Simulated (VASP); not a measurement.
# GeBi3 (P6_3/mmc) in VASP: notebook

The runs below take GeBi3 through single point, with PBE.

Everything below comes from runs of VASP 6.6.1. Logs are shortened: lines on timing, memory, paths and dates and some standing lists are left out, and cuts for length are marked.

## Step 1: The cell of the first run

It takes space group P6_3/mmc (No. 194, hexagonal). Conventional cell: a = 6.948 Å, b = 6.948 Å, c = 5.577 Å, α = 90.00°, β = 90.00°, γ = 120.00°. Ge (site symmetry -6m2) has 12 Bi at 3.43 to 3.47 Å within 4.5 Å. Within 4.5 Å of Bi (site symmetry mm2) lie 4 Ge at 3.43 to 3.47 Å and 8 Bi at 3.44 to 3.48 Å.

## Step 2: Single point, PBE

INCAR

```
ALGO = Fast
EDIFF = 1E-6
ENCUT = 520
GGA = PE
ISIF = 2
ISMEAR = 0
LASPH = True
LCHARG = False
LREAL = False
LWAVE = False
NBANDS = 69
NELM = 80
PREC = Accurate
SIGMA = 0.1
```

KPOINTS

```
k-points
0
Gamma
  3 3 4
```

POSCAR

```
GeBi3
1.0
    6.9480842756      0.0000000000      0.0000000000
   -3.4740421378      6.0172174903      0.0000000000
    0.0000000000      0.0000000000      5.5769096671
Ge Bi
2 6
Direct
    0.3333333333      0.6666666667      0.2500000000
    0.6666666667      0.3333333333      0.7500000000
    0.8330000000      0.6660000000      0.2500000000
    0.1670000000      0.8330000000      0.7500000000
    0.3340000000      0.1670000000      0.2500000000
    0.1670000000      0.3340000000      0.7500000000
    0.8330000000      0.1670000000      0.2500000000
    0.6660000000      0.8330000000      0.7500000000
```

Potentials or basis: VASP PAW PBE potentials, release 64 (Ge_d, Bi_d).

Launch:

```bash
cat potpaw_PBE.64/Ge_d/POTCAR potpaw_PBE.64/Bi_d/POTCAR > POTCAR
mpirun -np 1 vasp_std > vasp.out
```

OUTCAR:

```text
EDIFF = 1E-6
   ENCUT = 520
   GGA = PE
   ISIF = 2
   ISMEAR = 0
   LASPH = True
   LREAL = False
   NELM = 80
   PREC = Accurate

 ion  position               nearest neighbor table
   1  0.333  0.667  0.250-
   2  0.667  0.333  0.750-
   3  0.833  0.666  0.250-   4 3.44   8 3.44   4 3.44   8 3.44   7 3.47   5 3.47   5 3.48   7 3.48

   4  0.167  0.833  0.750-   5 3.44   5 3.44   3 3.44   3 3.44   6 3.47   8 3.47   6 3.48   8 3.48

   5  0.334  0.167  0.250-   4 3.44   4 3.44   6 3.44   6 3.44   3 3.47   7 3.47   3 3.48   7 3.48

   6  0.167  0.334  0.750-   5 3.44   7 3.44   5 3.44   7 3.44   4 3.47   8 3.47   4 3.48   8 3.48

   7  0.833  0.167  0.250-   8 3.44   8 3.44   6 3.44   6 3.44   3 3.47   5 3.47   3 3.48   5 3.48

   8  0.666  0.833  0.750-   7 3.44   7 3.44   3 3.44   3 3.44   6 3.47   4 3.47   6 3.48   4 3.48

  LATTYP: Found a hexagonal cell.
 ALAT       =     6.9480842756
 C/A-ratio  =     0.8026542923

  Lattice vectors:

 A1 = (   6.9480842756,   0.0000000000,   0.0000000000)
 A2 = (  -3.4740421378,   6.0172174903,   0.0000000000)
 A3 = (   0.0000000000,   0.0000000000,   5.5769096671)

Analysis of symmetry for initial positions (statically):
=====================================================================
 Subroutine PRICEL returns:
 Original cell was already a primitive cell.

 Routine SETGRP: Setting up the symmetry group for a
 hexagonal supercell.

 Subroutine GETGRP returns: Found 24 space group operations
 (whereof 12 operations were pure point group operations)
 out of a pool of 24 trial point group operations.

The static configuration has the point symmetry D_3d.
 The point group associated with its full space group is D_6h.

Analysis of symmetry for dynamics (positions and initial velocities):
=====================================================================
 Subroutine PRICEL returns:
 Original cell was already a primitive cell.

 Routine SETGRP: Setting up the symmetry group for a
 hexagonal supercell.

 Subroutine GETGRP returns: Found 24 space group operations
 (whereof 12 operations were pure point group operations)
 out of a pool of 24 trial point group operations.

The dynamic configuration has the point symmetry D_3d.
[... 97 lines left out ...]
   LREAL  =      F    real-space projection
   EDIFFG = 0.1E-04   stopping-criterion for IOM
   NSW    =      0    number of steps for IOM
   IBRION =     -1    ionic relax: 0-MD 1-quasi-New 2-CG
   NFREE  =      0    steps in history (QN), initial steepest desc. (CG)
   ISIF   =      2    stress and relaxation
   ISYM   =      2    0-nonsym 1-usesym 2-fastsym
   POTIM  = 0.5000    time-step for ionic-motion
   TEBEG  =    0.0;   TEEND  =   0.0 temperature during run
   PSTRESS=    0.0 pullay stress
   NELECT =     118.0000    total number of electrons
   NUPDOWN=      -1.0000    fix difference up-down
   EMIN   =  10.00;   EMAX   =-10.00  energy-range for DOS
   EFERMI =   0.00;   METHOD = LEGACY
   ISMEAR =     0;   SIGMA  =   0.10  broadening in eV -4-tet -1-fermi 0-gaus
   EFERMI_NEDOS =   21; number of points for ismear=-14 and -15
   IALGO  =     68    algorithm
   IMIX   =      4    mixing-type and parameters
     AMIX     =   0.40;   BMIX     =  1.00
     AMIX_MAG =   1.60;   BMIX_MAG =  1.00
  volume/ion in A,a.u.               =      29.15       196.68
  Fermi-wavevector in a.u.,A,eV,Ry     =   1.304620  2.465374 23.157570  1.702033
  Thomas-Fermi vector in A             =   2.435544
   LORBIT       =      0    0 simple, 1 ext, 2 COOP (PROOUT), +10 PAW based schemes
   GGA     = PE    functional components
   LHFCALC =     F    Hartree Fock is set to
   AEXX    =    0.0000 exact exchange contribution
   IVDW    =     0    specifies the selected vdW correction
   LEPSILON=     F    determine dielectric tensor
   LRPA    =     F    only Hartree local field effects (RPA)
 non-spin polarized calculation
 RMM-DIIS sequential band-by-band and
 Gauss-broadening in eV      SIGMA  =   0.10
  energy-cutoff  :      520.00
  volume of cell :      233.16
 maximum number of plane-waves:      6309
 NGX is ok and might be reduce to    54
   NGX = 25   NGY = 25   NGZ = 21

 number of electron     118.0000010 magnetization

 Free energy of the ion-electron system (eV)
  ---------------------------------------------------
  ext. energy  EPLUGINS =         0.00000000
  ---------------------------------------------------
  free energy    TOTEN  =       -30.62520840 eV

  energy without entropy =      -30.60528082  energy(sigma->0) =      -30.61524461

 E-fermi :   7.0919     XC(G=0): -10.2931

 val. band max:        7.0511508526   @ k =   0.3333   0.3333   0.0000
 cond. band min:       7.1510707337   @ k =   0.3333   0.3333   0.0000
 fundamental gap:      0.0999198811
 Fermi energy:         7.0919128297

 k-point     1 :       0.0000    0.0000    0.0000
  band No.  band energies     occupation
      1     -17.4648      2.00000
      2     -17.4646      2.00000
      3     -17.4605      2.00000
      4     -17.4605      2.00000
      5     -17.4599      2.00000
      6     -17.4599      2.00000
[... 637 lines left out ...]
     68       9.4093      0.00000
     69       9.4329      0.00000

------------------------ aborting loop because EDIFF is reached ----------------------------------------

  FORCE on cell =-STRESS in cart. coord.  units (eV):
  Direction    XX          YY          ZZ          XY          YZ          ZX
  --------------------------------------------------------------------------------------
  -------------------------------------------------------------------------------------
  Total       -0.6782486     -0.6782486      1.1674818      0.0000000      0.0000000      0.0000000
  in kB       -4.6606352     -4.6606352      8.0224369      0.0000000      0.0000000      0.0000000
  external PRESSURE =      -0.4329445 kB  Pullay stress =       0.0000000 kB

 VOLUME and BASIS-vectors are now :
 -----------------------------------------------------------------------------
  energy-cutoff  :      520.00
  volume of cell :      233.16
      direct lattice vectors                 reciprocal lattice vectors
     6.948084276  0.000000000  0.000000000     0.143924564  0.083094886  0.000000000
    -3.474042138  6.017217490  0.000000000     0.000000000  0.166189772  0.000000000
     0.000000000  0.000000000  5.576909667     0.000000000  0.000000000  0.179310776

 POSITION                                       TOTAL-FORCE (eV/Angst)
 -----------------------------------------------------------------------------------
     -0.00000      4.01148      1.39423        -0.000000     -0.000000      0.000000
      3.47404      2.00574      4.18268        -0.000000      0.000000      0.000000
      3.47404      4.00747      1.39423        -0.000000     -0.227914      0.000000
     -1.73355      5.01234      4.18268         0.197379     -0.113957     -0.000000
      1.74050      1.00488      1.39423         0.197379      0.113957      0.000000
      0.00000      2.00975      4.18268        -0.000000      0.227914     -0.000000
      5.20759      1.00488      1.39423        -0.197379      0.113957      0.000000
      1.73355      5.01234      4.18268        -0.197379     -0.113957      0.000000
 -----------------------------------------------------------------------------------
    total drift:                                0.000000     -0.000000      0.000000

  FREE ENERGIE OF THE ION-ELECTRON SYSTEM (eV)
  ---------------------------------------------------
  free  energy   TOTEN  =       -30.6252084024 eV

  energy  without entropy=      -30.6052808156  energy(sigma->0) =      -30.61524461
```

OSZICAR:

```text
N       E                     dE             d eps       ncg     rms          rms(c)
DAV:   1     0.156443023188E+04    0.15644E+04   -0.59035E+04  1493   0.302E+03
DAV:   2     0.285867002619E+03   -0.12786E+04   -0.12490E+04  1242   0.907E+02
DAV:   3    -0.342272065493E+00   -0.28621E+03   -0.28019E+03  1318   0.299E+02
[... 15 lines left out ...]
RMM:  19    -0.306251963143E+02   -0.99314E-05   -0.11376E-04  1213   0.223E-02    0.548E-03
RMM:  20    -0.306252011599E+02   -0.48455E-05   -0.58567E-05  1232   0.185E-02    0.503E-03
RMM:  21    -0.306252054482E+02   -0.42883E-05   -0.45491E-05  1220   0.138E-02    0.551E-03
RMM:  22    -0.306252070975E+02   -0.16494E-05   -0.23594E-05  1216   0.115E-02    0.528E-03
RMM:  23    -0.306252085481E+02   -0.14505E-05   -0.18613E-05  1001   0.882E-03    0.537E-03
RMM:  24    -0.306252084024E+02    0.14564E-06   -0.95675E-06  1164   0.813E-03
   1 F= -.30625208E+02 E0= -.30615245E+02  d E =-.199276E-01
```

Wall time 4.3 min (1 thread of Intel Xeon Platinum 8488C (Sapphire Rapids), shared host); peak memory 0.4 GiB.

Results:

* Free energy: -30.6252 eV
* Pressure: 0.0 GPa
* Largest force: 0.228 eV/Å
* Band gap on the k mesh: zero (bands 59 and 60 overlap by 2.59 eV)

Forces in eV/Å, atoms in the order of the input:
```
Ge   0.000  0.000  0.000
Ge   0.000  0.000  0.000
Bi   0.000 -0.228  0.000
Bi   0.197 -0.114  0.000
Bi   0.197  0.114  0.000
Bi   0.000  0.228  0.000
Bi  -0.197  0.114  0.000
Bi  -0.197 -0.114  0.000
```

Caveat: spin-orbit coupling is left out, which moves the levels of the heavy elements.

## Step 3: Single point, PBE

This run uses another cell than the first one, of 29.04 Å³/atom.

INCAR

```
SYSTEM = GeBi3
PREC = Accurate ; ENCUT = 520
EDIFF = 1E-7 ; ISMEAR = 0
SIGMA = 0.1 ; LREAL = .FALSE.
LASPH = .TRUE. ; NELM = 100
ALGO = Fast ; ISIF = 2
LWAVE = .FALSE. ; LCHARG = .FALSE.
GGA = PE ; NBANDS = 69
```

KPOINTS

```
regular mesh
0
G
  6 6 8
  0 0 0
```

POSCAR

```
GeBi3
1.0
    6.8443446079      0.0000000000      0.0000000000
   -3.4221723039      5.9273763027      0.0000000000
    0.0000000000      0.0000000000      5.7256157378
Ge Bi
2 6
Direct
    0.3333333333      0.6666666667      0.2500000000
    0.6666666667      0.3333333333      0.7500000000
    0.8267452681      0.6534905363      0.2500000000
    0.1732547319      0.8267452681      0.7500000000
    0.3465094637      0.1732547319      0.2500000000
    0.1732547319      0.3465094637      0.7500000000
    0.8267452681      0.1732547319      0.2500000000
    0.6534905363      0.8267452681      0.7500000000
```

Potentials or basis: VASP PAW PBE potentials, release 64 (Ge_d, Bi_d).

Launch:

```bash
cat potpaw_PBE.64/Ge_d/POTCAR potpaw_PBE.64/Bi_d/POTCAR > POTCAR
mpirun -np 1 vasp_std > vasp.out
```

Run time: 25 min. Hardware: 1 thread of Intel Xeon Platinum 8488C (Sapphire Rapids), shared host; peak memory 0.63 GiB.

It converged, with:

- Free energy: -30.5854 eV
- Pressure: -0.1 GPa
- Largest force: 0.007 eV/Å
- Band gap on the k mesh: zero (bands 59 and 60 overlap by 2.72 eV)

Forces in eV/Å, atoms in the order of the input:
```
Ge   0.000  0.000  0.000
Ge   0.000  0.000  0.000
Bi   0.000  0.007  0.000
Bi  -0.006  0.003  0.000
Bi  -0.006 -0.003  0.000
Bi   0.000 -0.007  0.000
Bi   0.006 -0.003  0.000
Bi   0.006  0.003  0.000
```

Levels at points of the mesh, in eV from the Fermi level:
```
           k point  band 56  band 57  band 58  band 59  band 60  band 61  band 62  band 63
(0.00, 0.00, 0.00)    -1.71    -1.71    -1.53     0.30     0.30     0.86     0.94     0.94
(0.50, 0.00, 0.00)    -1.86    -1.61    -1.17    -0.37    -0.36     0.56     0.76     1.10
(0.00, 0.00, 0.50)    -0.89     1.79     1.79     1.79     1.79     1.86     1.86     2.07
(0.50, 0.00, 0.50)    -1.35    -1.27    -1.27    -0.93    -0.93     0.79     0.79     1.08
```

Caveat: spin-orbit coupling is left out, which moves the levels of the heavy elements.

The gap in the log of VASP goes by the Fermi energy; the results here count the filled bands.